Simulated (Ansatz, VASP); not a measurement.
# One calculation of Cd2S, two programs

The input INCAR:

```
PREC = Accurate
ENCUT = 520
EDIFF = 1E-7
ISMEAR = 0
SIGMA = 0.05
LREAL = False
LASPH = True
NELM = 100
ALGO = Normal
ISIF = 2
LWAVE = False
LCHARG = False
GGA = PS
NBANDS = 22
```

File KPOINTS:

```
regular mesh
0
Gamma
  12 12 6
```

Contents of POSCAR:

```
Cd2S
1.0
    4.0796876955      0.0000000000      0.0000000000
   -2.0398438478      3.5331131839      0.0000000000
    0.0000000000      0.0000000000      6.3292889598
Cd S
2 1
Direct
    0.6666666700      0.3333333300      0.5950209933
    0.3333333300      0.6666666700      0.9528789898
    0.3333333300      0.6666666700      0.3292570169
```

Input for Ansatz:

```yaml
crystal:
  lattice:
    - [4.0796876955, 0.0, 0.0]
    - [-2.0398438478, 3.5331131839, 0.0]
    - [0.0, 0.0, 6.3292889598]
  atoms:
    - { symbol: Cd, position: [0.66666667, 0.33333333, 0.5950209933] }
    - { symbol: Cd, position: [0.33333333, 0.66666667, 0.9528789898] }
    - { symbol: S, position: [0.33333333, 0.66666667, 0.3292570169] }
basis:
  ecutwfc: 420
kpoints:
  mp_grid: { grid: [12, 12, 6] }
hamiltonian:
  xc: pbesol
scf:
  occupations: { method: gaussian, width: 0.05 }
output:
  forces: true
  stress: true
  eigenvalues: true
  populations: true
```

Alike in both runs: task single point; functional PBEsol; k mesh 12 × 12 × 6; occupations gaussian, width 0.05 eV; no spin polarisation.

|  | VASP | Ansatz |
| --- | --- | --- |
| version | VASP 6.6.1 | Ansatz 0.2.0 |
| potentials or method | VASP PAW PBE potentials, release 64 (Cd, S), cutoff 520 eV | scalar-relativistic, plane waves, PAW |
| valence electrons in the cell | 30 | 46 |

|  | VASP | Ansatz | Ansatz less VASP |
| --- | --- | --- | --- |
| gap on the k mesh at the Fermi level (eV) | 0.23 | 0.23 | +0.001 |
| least direct gap on the mesh (eV) | 0.40 | 0.40 | +0.003 |
| pressure (GPa) | -6.2 | -6.4 | -0.16 |
| traceless stress, the component that is largest in VASP (GPa) | -1.98 | -2.15 | -0.171 |
| rms of the force components (eV/Å) | 0.702 | 0.686 | -0.0155 |

VASP's potentials were made for PBE, not for PBEsol. Atom by atom the forces differ by 0.024 eV/Å (rms over components). VASP's potentials hold 30 valence electrons a cell and Ansatz's 46, so a difference there can come from the potentials and not from the codes.
